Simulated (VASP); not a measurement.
A run of VASP 6.6.1:

Contents of INCAR:

```
  PREC = Accurate
  ENCUT = 520
  EDIFF = 1E-7
  ISMEAR = 0
  SIGMA = 0.15
  LREAL = F
  LASPH = T
  NELM = 60
  ALGO = Fast
  ISIF = 2
  LWAVE = F
  LCHARG = F
  GGA = PS
  NBANDS = 12
```

The input KPOINTS:

```
regular mesh
0
Gamma
  22 22 22
```

The input POSCAR:

```
Zn
1.0
   -1.7326699698      1.5366214604      1.5366214604
    1.5366214604     -1.7326699698      1.5366214604
    1.5366214604      1.5366214604     -1.7326699698
Zn
1
Direct
    0.0000000000      0.0000000000      0.0000000000
```

Potentials or basis: VASP PAW PBE potentials, release 64 (Zn).

Launch:

```sh
$ cat potpaw_PBE.64/Zn/POTCAR > POTCAR
$ mpirun -np 1 vasp_std > vasp.out
```

Hardware: 1 thread of Intel Xeon 8259CL, on a shared host.

Q: Estimate the wall time of this run.

A: Run time: 3.3 min on 1 thread of Intel Xeon 8259CL, on a shared host, peak memory 0.29 GiB. Counts: scf iterations 12, k points 1024.
